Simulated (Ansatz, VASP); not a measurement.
**MgO in VASP and in Ansatz**

INCAR

```
PREC = Accurate
ENCUT = 750
EDIFF = 1E-6
ISMEAR = 0
SIGMA = 0.05
LREAL = F
LASPH = T
NELM = 120
ALGO = Normal
ISIF = 2
LWAVE = F
LCHARG = F
NBANDS = 24
GGA_COMPAT = F
```

The input KPOINTS:

```
Automatic mesh
0
Gamma
  9 9 6
```

File POSCAR:

```
MgO
1.0
    3.2544262524      0.0000000000      0.0000000000
   -1.6272131262      2.8184158093      0.0000000000
    0.0000000000      0.0000000000      5.1476234821
Mg O
2 2
Direct
    0.3333333333      0.6666666667      0.0021597400
    0.6666666667      0.3333333333      0.5021597400
    0.3333333333      0.6666666667      0.4024402600
    0.6666666667      0.3333333333      0.9024402600
```

Input for Ansatz:

```yaml
crystal:
  lattice:
    - [3.2544262524, 0.0, 0.0]
    - [-1.6272131262, 2.8184158093, 0.0]
    - [0.0, 0.0, 5.1476234821]
  atoms:
    - { symbol: Mg, position: [0.3333333333, 0.6666666667, 0.00215974] }
    - { symbol: Mg, position: [0.6666666667, 0.3333333333, 0.50215974] }
    - { symbol: O, position: [0.3333333333, 0.6666666667, 0.40244026] }
    - { symbol: O, position: [0.6666666667, 0.3333333333, 0.90244026] }
basis:
  ecutwfc: 420
kpoints:
  mp_grid: { grid: [9, 9, 6] }
hamiltonian:
  xc: lda
scf:
  occupations: { method: gaussian, width: 0.05 }
output:
  forces: true
  stress: true
  eigenvalues: true
  write_density: true
  write_potential: true
  elf: true
  volumetric_format: npy
```

Alike in both runs: task single point; functional LDA; k mesh 9 × 9 × 6; occupations gaussian, width 0.05 eV; no spin polarisation.

```csv
,VASP,Ansatz
version,VASP 6.6.1,Ansatz 0.2.0
potentials or method,"VASP PAW LDA potentials, release 64 (Mg_sv, O), cutoff 750 eV","scalar-relativistic, plane waves, PAW"
valence electrons in the cell,32,32
```

Ansatz gave:

- gap on the k mesh at the Fermi level (eV): 3.44
- least direct gap on the mesh (eV): 3.44
- pressure (GPa): -3.2
- traceless stress, the component that is largest in VASP (GPa): -5.34
- rms of the force components (eV/Å): 0.247

**Question.** Which values does VASP return?

**Answer.** gap on the k mesh at the Fermi level (eV): 3.45; least direct gap on the mesh (eV): 3.45; pressure (GPa): -3.2; traceless stress, the component that is largest in VASP (GPa): -5.59; rms of the force components (eV/Å): 0.252.

LDA's correlation is that of Perdew and Zunger in VASP and of Perdew and Wang (1992) in Ansatz. Atom by atom the forces differ by 0.005 eV/Å (rms over components).
